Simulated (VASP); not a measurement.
Here is a VASP 6.6.1 calculation.

The input POSCAR:

```
AlN
1.0
    3.1130000000      0.0000000000      0.0000000000
   -1.5565000000      2.6959370820      0.0000000000
    0.0000000000      0.0000000000      4.9810000000
Al N
2 2
Direct
    0.6666666667      0.3333333333      0.5000000000
    0.3333333333      0.6666666667      0.0000000000
    0.6666666667      0.3333333333      0.8800000000
    0.3333333333      0.6666666667      0.3800000000
```

INCAR.step1

```
SYSTEM = AlN
PREC     = Accurate       ! precision mode
ENCUT    = 520            ! plane-wave cutoff, eV
EDIFF    = 1E-5           ! SCF threshold, eV
ISMEAR   = -1             ! smearing method
SIGMA    = 0.05           ! smearing width, eV
LREAL    = .False.        ! projectors in reciprocal space
LASPH    = .True.         ! aspherical terms in the spheres
NELM     = 60             ! most SCF steps
ALGO     = Normal         ! electronic algorithm
ISIF     = 2              ! what is computed and relaxed
LWAVE    = .True.         ! write WAVECAR
LCHARG   = .False.        ! write CHGCAR
GGA      = PE             ! functional
NBANDS   = 16             ! bands
```

Contents of INCAR.step2:

```
SYSTEM = AlN
PREC     = Accurate       ! precision mode
ENCUT    = 520            ! plane-wave cutoff, eV
EDIFF    = 1E-6           ! SCF threshold, eV
ISMEAR   = -1             ! smearing method
SIGMA    = 0.05           ! smearing width, eV
LREAL    = .False.        ! projectors in reciprocal space
LASPH    = .True.         ! aspherical terms in the spheres
NELM     = 60             ! most SCF steps
ALGO     = Normal         ! electronic algorithm
ISIF     = 2              ! what is computed and relaxed
LWAVE    = .False.        ! write WAVECAR
LCHARG   = .False.        ! write CHGCAR
GGA      = PE             ! functional
LHFCALC  = .True.         ! exact exchange
AEXX     = 0.5            ! exact-exchange fraction
HFSCREEN = 0.2078699      ! screening, 1/A
PRECFOCK = Normal       
ISTART   = 1            
NBANDS   = 16             ! bands
```

KPOINTS

```
regular mesh
0
Gamma
  6 6 3
  0 0 0
```

Potentials or basis: VASP PAW PBE potentials, release 64 (Al, N).

Command:

```sh
$ cat potpaw_PBE.64/Al/POTCAR potpaw_PBE.64/N/POTCAR > POTCAR
$ cp INCAR.step1 INCAR
$ mpirun -np 1 vasp_std > vasp.out
$ cp INCAR.step2 INCAR
$ mpirun -np 1 vasp_std > vasp.out
```

Q: What does it give for the band gap on the k mesh?

A: 6.98 eV.

Q: Predict the pressure.

A: -6.8 GPa.

Q: What does it give for the largest force?

A: 0.122 eV/Å.

Forces in eV/Å, atoms in the order of the input:
```
Al   0.000  0.000 -0.122
Al   0.000  0.000 -0.122
N    0.000  0.000  0.122
N    0.000  0.000  0.122
```

Caveat: the k points lie up to 0.42 Å⁻¹ apart; the PAW data sets were made with another functional, which shifts forces and pressure a little.
